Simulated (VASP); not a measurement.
TiO2:

```
Ti O
1.0
     3.82735    0.00000    0.00000
    -0.00088    3.82735    0.00000
    -1.86197   -1.86240    4.79664
Ti O
2 4
Direct
  0.13411 0.86589 0.25000
  0.86589 0.13411 0.75000
  0.33122 0.08876 0.66715
  0.66878 0.91124 0.33285
  0.91124 0.66878 0.83285
  0.08876 0.33122 0.16715
```

Program: VASP 6.6.1. Alike in all runs: task single point; no spin polarisation; cell as given; k mesh 6 × 6 × 6; cutoff (eV) 520; smearing fermi-dirac 0.05 eV.

Question: Order these runs on this cell by their pressure, lowest first.
A. level LDA; potentials or basis VASP PAW LDA potentials, release 64 (Ti_sv, O)
B. level r2SCAN; potentials or basis VASP PAW PBE potentials, release 64 (Ti_sv, O)
C. level BLYP; potentials or basis VASP PAW PBE potentials, release 64 (Ti_sv, O)

Answer: A (-11.9 GPa), B (-5.2 GPa), C (4.0 GPa).

Caveats: the PAW data sets were made with another functional, which shifts forces and pressure a little (some runs).
